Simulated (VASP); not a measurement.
# Ca (P6_3/mmc) in VASP: further runs

Ca is run at these levels: r2SCAN; tasks: single point.

All numbers are computed with VASP 6.6.1; they aren't measurements. Logs are shortened: lines on timing, memory, paths and dates and some standing lists are left out, and cuts for length are marked.

## 1. The cell of the first run

It takes space group P6_3/mmc (No. 194, hexagonal). The conventional cell has a = 3.829 Å, b = 3.829 Å, c = 6.297 Å, α = 90.00°, β = 90.00°, γ = 120.00°. Within 5.0 Å of Ca (site symmetry -6m2) lie 12 Ca at 3.83 to 3.85 Å.

## 2. Single point, r2SCAN (volume scaled by 0.92)

Input file POSCAR:

```
Ca
1.0
    3.8285692913      0.0000000000      0.0000000000
   -1.9142846457      3.3156382664      0.0000000000
    0.0000000000      0.0000000000      6.2968932109
Ca
2
Direct
    0.3333333333      0.6666666667      0.2500000000
    0.6666666667      0.3333333333      0.7500000000
```

Input file INCAR.step1:

```
SYSTEM = Ca
ALGO = Normal
EDIFF = 1E-4
ENCUT = 520
GGA = PE
ISMEAR = -1
LASPH = .True.
LCHARG = .False.
LREAL = .False.
LWAVE = .True.
NBANDS = 17
NELM = 60
PREC = Accurate
SIGMA = 0.1
```

Input file INCAR.step2:

```
SYSTEM = Ca
ALGO = Normal
EDIFF = 1E-6
ENCUT = 520
ISIF = 2
ISMEAR = -1
ISTART = 1
LASPH = .True.
LCHARG = .False.
LMIXTAU = .True.
LREAL = .False.
LWAVE = .False.
METAGGA = R2SCAN
NBANDS = 17
NELM = 60
PREC = Accurate
SIGMA = 0.1
```

Input file KPOINTS:

```
k-points
0
Gamma
  10 10 6
  0 0 0
```

Potentials or basis: VASP PAW PBE potentials, release 64 (Ca_sv).

Command:

```
cat potpaw_PBE.64/Ca_sv/POTCAR > POTCAR
cp INCAR.step1 INCAR
mpirun -np 1 vasp_std > vasp.out
cp INCAR.step2 INCAR
mpirun -np 1 vasp_std > vasp.out
```

OUTCAR:

```text
SYSTEM = Ca
   EDIFF = 1E-6
   ENCUT = 520
   ISIF = 2
   ISMEAR = -1
   ISTART = 1
   LASPH = .True.
   LREAL = .False.
   METAGGA = R2SCAN
   NELM = 60
   PREC = Accurate

 ion  position               nearest neighbor table
   1  0.333  0.667  0.250-
   2  0.667  0.333  0.750-

  LATTYP: Found a hexagonal cell.
 ALAT       =     3.8285692913
 C/A-ratio  =     1.6447118314

  Lattice vectors:

 A1 = (   3.8285692913,   0.0000000000,   0.0000000000)
 A2 = (  -1.9142846457,   3.3156382664,   0.0000000000)
 A3 = (   0.0000000000,   0.0000000000,   6.2968932109)

Analysis of symmetry for initial positions (statically):
=====================================================================
 Subroutine PRICEL returns:
 Original cell was already a primitive cell.

 Routine SETGRP: Setting up the symmetry group for a
 hexagonal supercell.

 Subroutine GETGRP returns: Found 24 space group operations
 (whereof 12 operations were pure point group operations)
 out of a pool of 24 trial point group operations.

The static configuration has the point symmetry D_3d.
 The point group associated with its full space group is D_6h.

Analysis of symmetry for dynamics (positions and initial velocities):
=====================================================================
 Subroutine PRICEL returns:
 Original cell was already a primitive cell.

 Routine SETGRP: Setting up the symmetry group for a
 hexagonal supercell.

 Subroutine GETGRP returns: Found 24 space group operations
 (whereof 12 operations were pure point group operations)
 out of a pool of 24 trial point group operations.

The dynamic configuration has the point symmetry D_3d.
 The point group associated with its full space group is D_6h.

 Subroutine INISYM returns: Found 24 space group operations
 (whereof 12 operations are pure point group operations),
 and found     1 'primitive' translations

----------------------------------------------------------------------------------------

                                     Primitive cell

  volume of cell :      79.9337

  direct lattice vectors                    reciprocal lattice vectors
     3.828569291  0.000000000  0.000000000     0.261194176  0.150800528  0.000000000
    -1.914284646  3.315638266  0.000000000     0.000000000  0.301601055  0.000000000
     0.000000000  0.000000000  6.296893211     0.000000000  0.000000000  0.158808474

  length of vectors
     3.828569291  3.828569291  6.296893211     0.301601055  0.301601055  0.158808474

  position of ions in fractional coordinates (direct lattice)
     0.333333333  0.666666667  0.250000000
     0.666666667  0.333333333  0.750000000

  ion indices of the primitive-cell ions
   primitive index   ion index
                 1           1
                 2           2

----------------------------------------------------------------------------------------

 KPOINTS: k-points

Automatic generation of k-mesh.
 Grid dimensions read from file:
 generate k-points for:   10   10    6

 Generating k-lattice:

  Cartesian coordinates                     Fractional coordinates (reciprocal lattice)
     0.026119418  0.015080053  0.000000000     0.100000000  0.000000000  0.000000000
     0.000000000  0.030160106  0.000000000     0.000000000  0.100000000  0.000000000
     0.000000000  0.000000000  0.026468079     0.000000000  0.000000000  0.166666667

  Length of vectors
     0.030160106  0.030160106  0.026468079

  Shift w.r.t. Gamma in fractional coordinates (k-lattice)
     0.000000000  0.000000000  0.000000000

 Subroutine IBZKPT returns following result:
 ===========================================

 Found     56 irreducible k-points:

 Following reciprocal coordinates:
            Coordinates               Weight
  0.000000  0.000000  0.000000      1.000000
  0.100000  0.000000  0.000000      6.000000
  0.200000  0.000000  0.000000      6.000000
  0.300000 -0.000000  0.000000      6.000000
  0.400000  0.000000  0.000000      6.000000
  0.500000  0.000000  0.000000      3.000000
[... 16 lines left out ...]
  0.300000  0.100000  0.166667     24.000000
  0.400000  0.100000  0.166667     24.000000
 [... further k-points ...]
   k-points           NKPTS =     56   k-points in BZ     NKDIM =     56   number of bands    NBANDS=     17
   number of dos      NEDOS =    301   number of ions     NIONS =      2
   total plane-waves  NPLWV =  37632
   dimension x,y,z NGX =    28 NGY =   28 NGZ =   48
   dimension x,y,z NGXF=    56 NGYF=   56 NGZF=   96
   ions per type =               2
   NGX,Y,Z   is equivalent  to a cutoff of  12.16, 12.16, 12.67 a.u.
   NGXF,Y,Z  is equivalent  to a cutoff of  24.32, 24.32, 25.35 a.u.
 SYSTEM =  Ca
   PREC   = accura    normal or accurate (medium, high low for compatibility)
   ISTART =      1    job   : 0-new  1-cont  2-samecut
   ICHARG =      0    charge: 1-file 2-atom 10-const
   ISPIN  =      1    spin polarized calculation?
   LNONCOLLINEAR =      F non collinear calculations
   LSORBIT =      F    spin-orbit coupling
   LASPH  =      T    aspherical Exc in radial PAW
   ENCUT  =  520.0 eV  38.22 Ry    6.18 a.u.   7.12  7.12 11.71*2*pi/ulx,y,z
   NELM   =     60;   NELMIN=  2; NELMDL=  0     # of ELM steps
   EDIFF  = 0.1E-05   stopping-criterion for ELM
   LREAL  =      F    real-space projection
   EDIFFG = 0.1E-04   stopping-criterion for IOM
   NSW    =      0    number of steps for IOM
   IBRION =     -1    ionic relax: 0-MD 1-quasi-New 2-CG
   NFREE  =      0    steps in history (QN), initial steepest desc. (CG)
   ISIF   =      2    stress and relaxation
   ISYM   =      2    0-nonsym 1-usesym 2-fastsym
   POTIM  = 0.5000    time-step for ionic-motion
   TEBEG  =    0.0;   TEEND  =   0.0 temperature during run
   PSTRESS=    0.0 pullay stress
   NELECT =      20.0000    total number of electrons
   NUPDOWN=      -1.0000    fix difference up-down
   EMIN   =  10.00;   EMAX   =-10.00  energy-range for DOS
   EFERMI =   0.00;   METHOD = LEGACY
   ISMEAR =    -1;   SIGMA  =   0.10  broadening in eV -4-tet -1-fermi 0-gaus
   EFERMI_NEDOS =   21; number of points for ismear=-14 and -15
   IALGO  =     38    algorithm
   IMIX   =      4    mixing-type and parameters
     AMIX     =   0.40;   BMIX     =  1.00
     AMIX_MAG =   1.60;   BMIX_MAG =  1.00
  volume/ion in A,a.u.               =      39.97       269.71
  Fermi-wavevector in a.u.,A,eV,Ry     =   1.031592  1.949427 14.479089  1.064183
  Thomas-Fermi vector in A             =   2.165748
   LORBIT       =      0    0 simple, 1 ext, 2 COOP (PROOUT), +10 PAW based schemes
   METAGGA = R2SCAN    functional components
   LHFCALC =     F    Hartree Fock is set to
   AEXX    =    0.0000 exact exchange contribution
   IVDW    =     0    specifies the selected vdW correction
   LEPSILON=     F    determine dielectric tensor
   LRPA    =     F    only Hartree local field effects (RPA)
 non-spin polarized calculation
  energy-cutoff  :      520.00
  volume of cell :       79.93
 maximum number of plane-waves:      2176
   NGX = 15   NGY = 15   NGZ = 23

 number of electron      20.0000001 magnetization

 Free energy of the ion-electron system (eV)
  ---------------------------------------------------
  ext. energy  EPLUGINS =         0.00000000
  ---------------------------------------------------
  free energy    TOTEN  =       -14.05060230 eV

  energy without entropy =      -13.97499600  energy(sigma->0) =      -14.01279915

 E-fermi :   2.2808     XC(G=0):  -8.4021

 val. band max:        2.2255160977   @ k =   0.3000   0.3000   0.0000
 cond. band min:       2.2903249381   @ k =   0.3000   0.3000   0.1667
 fundamental gap:      0.0648088404
 Fermi energy:         2.2808001470

 k-point     1 :       0.0000    0.0000    0.0000
  band No.  band energies     occupation
      1     -41.4067      2.00000
      2     -41.3885      2.00000
      3     -21.5963      2.00000
      4     -21.4549      2.00000
      5     -21.4548      2.00000
      6     -21.4317      2.00000
[... 9 lines left out ...]
     16       5.3372      0.00000
     17       5.7985      0.00000

 k-point     2 :       0.1000    0.0000    0.0000
  band No.  band energies     occupation
      1     -41.4051      2.00000
      2     -41.3877      2.00000
      3     -21.5904      2.00000
      4     -21.4681      2.00000
      5     -21.4589      2.00000
      6     -21.4454      2.00000
[... 9 lines left out ...]
     16       5.4608      0.00000
     17       5.5889      0.00000

 k-point     3 :       0.2000    0.0000    0.0000
  band No.  band energies     occupation
      1     -41.4007      2.00000
      2     -41.3857      2.00000
      3     -21.5743      2.00000
      4     -21.5031      2.00000
      5     -21.4807      2.00000
      6     -21.4695      2.00000
[... 9 lines left out ...]
     16       5.4666      0.00000
     17       5.4981      0.00000

 k-point     4 :       0.3000   -0.0000    0.0000
  band No.  band energies     occupation
      1     -41.3951      2.00000
      2     -41.3834      2.00000
      3     -21.5516      2.00000
      4     -21.5469      2.00000
      5     -21.5229      2.00000
      6     -21.4820      2.00000
[... 9 lines left out ...]
     16       5.9103      0.00000
     17       6.0326      0.00000
[... 343 lines left out ...]
      1     -41.3962      2.00000
      2     -41.3850      2.00000
      3     -21.5602      2.00000
      4     -21.5198      2.00000
      5     -21.5115      2.00000
      6     -21.4761      2.00000
[... 9 lines left out ...]
     16       5.6759      0.00000
     17       5.9351      0.00000

 k-point    23 :       0.3000    0.1000    0.1667
  band No.  band energies     occupation
      1     -41.3910      2.00000
      2     -41.3830      2.00000
      3     -21.5725      2.00000
      4     -21.5506      2.00000
      5     -21.5193      2.00000
      6     -21.4905      2.00000
[... 9 lines left out ...]
     16       6.0431      0.00000
     17       6.4585      0.00000

 k-point    24 :       0.4000    0.1000    0.1667
  band No.  band energies     occupation
      1     -41.3874      2.00000
      2     -41.3822      2.00000
      3     -21.5932      2.00000
      4     -21.5691      2.00000
      5     -21.5102      2.00000
      6     -21.4958      2.00000
[... 9 lines left out ...]
     16       6.4967      0.00000
     17       6.6687      0.00000

 [... further k-points ...]

------------------------ aborting loop because EDIFF is reached ----------------------------------------

  FORCE on cell =-STRESS in cart. coord.  units (eV):
  Direction    XX          YY          ZZ          XY          YZ          ZX
  --------------------------------------------------------------------------------------
  -------------------------------------------------------------------------------------
  Total        0.8496198      0.8496198      0.9411451     -0.0000000     -0.0000000     -0.0000000
  in kB       17.0296314     17.0296314     18.8641467     -0.0000000     -0.0000000     -0.0000000
  external PRESSURE =      17.6411365 kB  Pullay stress =       0.0000000 kB

 VOLUME and BASIS-vectors are now :
 -----------------------------------------------------------------------------
  energy-cutoff  :      520.00
  volume of cell :       79.93
      direct lattice vectors                 reciprocal lattice vectors
     3.828569291  0.000000000  0.000000000     0.261194176  0.150800528  0.000000000
    -1.914284646  3.315638266  0.000000000     0.000000000  0.301601055  0.000000000
     0.000000000  0.000000000  6.296893211     0.000000000  0.000000000  0.158808474

 POSITION                                       TOTAL-FORCE (eV/Angst)
 -----------------------------------------------------------------------------------
     -0.00000      2.21043      1.57422         0.000000      0.000000      0.000000
      1.91428      1.10521      4.72267        -0.000000     -0.000000      0.000000
 -----------------------------------------------------------------------------------
    total drift:                               -0.000000      0.000000     -0.000000

  FREE ENERGIE OF THE ION-ELECTRON SYSTEM (eV)
  ---------------------------------------------------
  free  energy   TOTEN  =       -14.0506023038 eV

  energy  without entropy=      -13.9749959955  energy(sigma->0) =      -14.01279915
```

Run time: 3.8 min. Hardware: 1 thread of Oxide Virtual Turin-like, shared host; peak memory 0.2 GiB.

Results:

```yaml
Free_energy: -14.0506 eV
Pressure: 1.8 GPa
Band_gap_on_the_k_mesh: zero (band 10 reaches 2.46 eV, above the bottom of band 11 at 1.95 eV)
```

Levels at points of the mesh, in eV from the Fermi level:
| k point | band 8 | band 9 | band 10 | band 11 | band 12 | band 13 |
| --- | --- | --- | --- | --- | --- | --- |
| (0.00, 0.00, 0.00) | -23.70 | -4.45 | -1.06 | -0.34 | 2.67 | 2.70 |
| (0.50, 0.00, 0.00) | -23.74 | -1.15 | -0.80 | 0.23 | 0.46 | 1.56 |
| (0.00, 0.00, 0.50) | -23.72 | -3.34 | -3.34 | 1.61 | 1.61 | 2.69 |
| (0.50, 0.00, 0.50) | -23.75 | -0.71 | -0.71 | 0.08 | 0.08 | 1.70 |

Caveat: the PAW data sets were made with another functional, which shifts forces and pressure a little.

[end of part 1 of 3]
